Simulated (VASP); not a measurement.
# CuI (F-43m) in VASP: a series of runs, part 3 of 3

VASP 6.6.1. The steps go on from the part before.

### 4 Relaxation of cell and atoms, r2SCAN+D4

The input, POSCAR:

```
CuI
1.0
    4.2871880000      0.0000000000      0.0000000000
    2.1435940000      3.7128137188      0.0000000000
    2.1435940000      1.2376045729      3.5004743438
Cu I
1 1
Direct
    0.2500000000      0.2500000000      0.2500000000
    0.0000000000      0.0000000000      0.0000000000
```

The input, INCAR.step1:

```
PREC     = Accurate       # precision mode
ENCUT    = 600            # plane-wave cutoff, eV
ISMEAR   = 0              # smearing method
SIGMA    = 0.01           # smearing width, eV
LREAL    = False          # projectors in reciprocal space
LASPH    = True           # aspherical terms in the spheres
NELM     = 60             # most SCF steps
GGA      = PE             # functional
ALGO     = Normal         # electronic algorithm
EDIFF    = 1E-4           # SCF threshold, eV
LWAVE    = True           # write WAVECAR
LCHARG   = False          # write CHGCAR
```

The input, INCAR.step2:

```
PREC     = Accurate       # precision mode
ENCUT    = 600            # plane-wave cutoff, eV
EDIFF    = 1E-6           # SCF threshold, eV
ISMEAR   = 0              # smearing method
SIGMA    = 0.01           # smearing width, eV
LREAL    = False          # projectors in reciprocal space
LASPH    = True           # aspherical terms in the spheres
NELM     = 60             # most SCF steps
ALGO     = Normal         # electronic algorithm
ISIF     = 3              # what is computed and relaxed
LWAVE    = False          # write WAVECAR
LCHARG   = False          # write CHGCAR
METAGGA  = R2SCAN         # meta-GGA
LMIXTAU  = True         
IVDW     = 13             # dispersion correction
VDW_S6   = 1.0          
VDW_S8   = 0.6018749    
VDW_A1   = 0.51559235   
VDW_A2   = 5.77342911   
IBRION   = 2              # ionic algorithm
NSW      = 60             # ionic steps
EDIFFG   = -0.03          # ionic threshold
ISTART   = 1
```

The input, KPOINTS:

```
regular mesh
0
Gamma
  6 6 6
```

Potentials or basis: VASP PAW PBE potentials, release 64 (Cu, I).

Command:

```sh
cat potpaw_PBE.64/Cu/POTCAR potpaw_PBE.64/I/POTCAR > POTCAR
cp INCAR.step1 INCAR
mpirun -np 1 vasp_std > vasp.out
cp INCAR.step2 INCAR
mpirun -np 1 vasp_std > vasp.out
```

OUTCAR:

```text
PREC = Accurate
   ENCUT = 600
   EDIFF = 1E-6
   ISMEAR = 0
   LREAL = False
   LASPH = True
   NELM = 60
   ISIF = 3
   METAGGA = R2SCAN
   IVDW = 13
   IBRION = 2
   NSW = 60
   EDIFFG = -0.03
   ISTART = 1

 ion  position               nearest neighbor table
   1  0.250  0.250  0.250-   2 2.63   2 2.63   2 2.63   2 2.63
   2  0.000  0.000  0.000-   1 2.63   1 2.63   1 2.63   1 2.63

  LATTYP: Found a face centered cubic cell.
 ALAT       =     6.0629994140

  Lattice vectors:

 A1 = (   4.2871880000,   0.0000000000,   0.0000000000)
 A2 = (   2.1435940000,   3.7128137188,   0.0000000000)
 A3 = (   2.1435940000,   1.2376045729,   3.5004743438)

Analysis of symmetry for initial positions (statically):
=====================================================================
 Subroutine PRICEL returns:
 Original cell was already a primitive cell.

 Routine SETGRP: Setting up the symmetry group for a
 face centered cubic supercell.

 Subroutine GETGRP returns: Found 24 space group operations
 (whereof 24 operations were pure point group operations)
 out of a pool of 48 trial point group operations.

[... 220 lines left out ...]
      7       4.6935      2.00000
      8       4.6935      2.00000
      9       4.6935      2.00000
     10       6.4254      0.00000
     11       9.8888      0.00000
     12       9.8888      0.00000
     13       9.8888      0.00000
[... 226 lines left out ...]
  band No.  band energies     occupation
      1      -9.1855      2.00000
      2      -1.0063      2.00000
      3       0.0243      2.00000
      4       0.5136      2.00000
      5       2.6216      2.00000
      6       2.6351      2.00000
      7       2.7857      2.00000
      8       2.9765      2.00000
      9       3.2784      2.00000
     10       8.7639      0.00000
     11       8.9963      0.00000
     12      12.3333      0.00000
     13      12.3399      0.00000

------------------------ aborting loop because EDIFF is reached ----------------------------------------

  DFT-D4 for vdW energy calculation

  Edisp (eV):   -0.26901

  FORCE on cell =-STRESS in cart. coord.  units (eV):
  Direction    XX          YY          ZZ          XY          YZ          ZX
  --------------------------------------------------------------------------------------
  -------------------------------------------------------------------------------------
  Total       0.01768     0.01768     0.01768    -0.00000    -0.00000     0.00000
  in kB       0.52883     0.52883     0.52883    -0.00000    -0.00000     0.00000
  external pressure =        0.53 kB  Pullay stress =        0.00 kB

 VOLUME and BASIS-vectors are now :
 -----------------------------------------------------------------------------
  energy-cutoff  :      600.00
  volume of cell :       53.58
      direct lattice vectors                 reciprocal lattice vectors
     4.231567150 -0.000000000  0.000000000     0.236319067 -0.136438877 -0.096476855
     2.115783575  3.664644650  0.000000000     0.000000000  0.272877754 -0.096476855
     2.115783575  1.221548217  3.455060110    -0.000000000 -0.000000000  0.289430565

 POSITION                                       TOTAL-FORCE (eV/Angst)
 -----------------------------------------------------------------------------------
      2.11578      1.22155      0.86377         0.000000      0.000000     -0.000000
      4.23157     -0.00000      0.00000        -0.000000     -0.000000      0.000000
 -----------------------------------------------------------------------------------
    total drift:                               -0.000010     -0.000006     -0.000004

  FREE ENERGIE OF THE ION-ELECTRON SYSTEM (eV)
  ---------------------------------------------------
  free  energy   TOTEN  =       -36.0616619251 eV

  energy  without entropy=      -36.0616619251  energy(sigma->0) =      -36.06166193

 reached required accuracy - stopping structural energy minimisation
```

OUTCAR.step1:

```text
PREC = Accurate
   ENCUT = 600
   ISMEAR = 0
   LREAL = False
   LASPH = True
[... 467 lines left out ...]
      2.14359      1.23760      0.87512        -0.000000      0.000000      0.000000
      0.00000      0.00000      0.00000         0.000000     -0.000000     -0.000000
 -----------------------------------------------------------------------------------
    total drift:                                0.000001      0.000000      0.000000

  FREE ENERGIE OF THE ION-ELECTRON SYSTEM (eV)
  ---------------------------------------------------
  free  energy   TOTEN  =        -5.5597522755 eV

  energy  without entropy=       -5.5597522755  energy(sigma->0) =       -5.55975228
```

OSZICAR.step1:

```text
N       E                     dE             d eps       ncg     rms          rms(c)
DAV:   1     0.105108277528E+03    0.10511E+03   -0.84185E+03   416   0.165E+03
DAV:   2     0.204464296256E+01   -0.10306E+03   -0.96856E+02   436   0.283E+02
DAV:   3    -0.552246134465E+01   -0.75671E+01   -0.74568E+01   544   0.835E+01
DAV:   4    -0.576410939051E+01   -0.24165E+00   -0.24138E+00   466   0.136E+01
DAV:   5    -0.577613975916E+01   -0.12030E-01   -0.12030E-01   588   0.353E+00    0.525E+00
DAV:   6    -0.569906832824E+01    0.77071E-01   -0.34416E+00   429   0.542E+01    0.340E+00
DAV:   7    -0.555995412318E+01    0.13911E+00   -0.78041E-01   471   0.322E+01    0.168E+00
DAV:   8    -0.556237709851E+01   -0.24230E-02   -0.47099E-02   609   0.366E+00    0.473E-01
DAV:   9    -0.555954732236E+01    0.28298E-02   -0.13763E-02   525   0.377E+00    0.148E-01
DAV:  10    -0.555972547954E+01   -0.17816E-03   -0.70844E-04   476   0.226E-01    0.560E-02
DAV:  11    -0.555975227548E+01   -0.26796E-04   -0.34163E-04   516   0.574E-01
   1 F= -.55597523E+01 E0= -.55597523E+01  d E =-.409936E-30
```

It took 78 s on 1 thread of Intel Xeon Platinum 8559C (Emerald Rapids), shared host; peak memory 0.22 GiB.

What came out:

* Free energy: -36.0617 eV
* Relaxed volume: 26.79 Å³/atom
* Relaxed cell: a = 4.232 Å, b = 4.232 Å, c = 4.232 Å, α = 60.00°, β = 60.00°, γ = 60.00°
* Space group after relaxing (to 0.1 Å): F-43m (No. 216)
* Energy gained by relaxing: 4.7 meV/atom
* Ionic steps: 2
* Pressure after relaxing: 0.1 GPa
* Band gap on the k mesh: 1.73 eV
* Dispersion energy per atom: -0.135 eV

The path:
```csv
step,energy change (eV),largest force (eV/Å),pressure (GPa),volume (Å³)
1,0.0000,0.0000,-1.55,55.72
2,-0.0095,0.0000,0.05,53.58
```

Final structure:
```xyz
2
Lattice="4.2316 0.0000 0.0000 2.1158 3.6646 0.0000 2.1158 1.2215 3.4551" Properties=species:S:1:pos:R:3 pbc="T T T"
Cu    2.1158    1.2215    0.8638
I     4.2316    0.0000    0.0000
```

Caveat: the PAW data sets were made with another functional, which shifts forces and pressure a little; spin-orbit coupling is left out, which moves the levels of the heavy elements. r2SCAN opens gaps a little over a GGA but as a rule still falls short of measured ones.

### 5 Overview

| level | gap on the mesh (eV) | pressure (GPa) | relaxed volume (Å³/atom) |
| --- | --- | --- | --- |
| PBE+D3(BJ) | 1.26 | 0.0 | 26.66 |
| RPBE | 1.10 | -0.1 | 29.88 |
| r2SCAN+D4 | 1.73 | 0.1 | 26.79 |

Alike in all rows: task relaxation of cell and atoms; potentials or basis VASP PAW PBE potentials, release 64 (Cu, I); no spin polarisation; cell relaxed; k mesh 6 × 6 × 6; cutoff (eV) 600; smearing gaussian 0.01 eV.

Caveats: spin-orbit coupling is left out, which moves the levels of the heavy elements; the PAW data sets were made with another functional, which shifts forces and pressure a little (at least some runs).

Absolute energies hang on the potentials; compare differences alone.
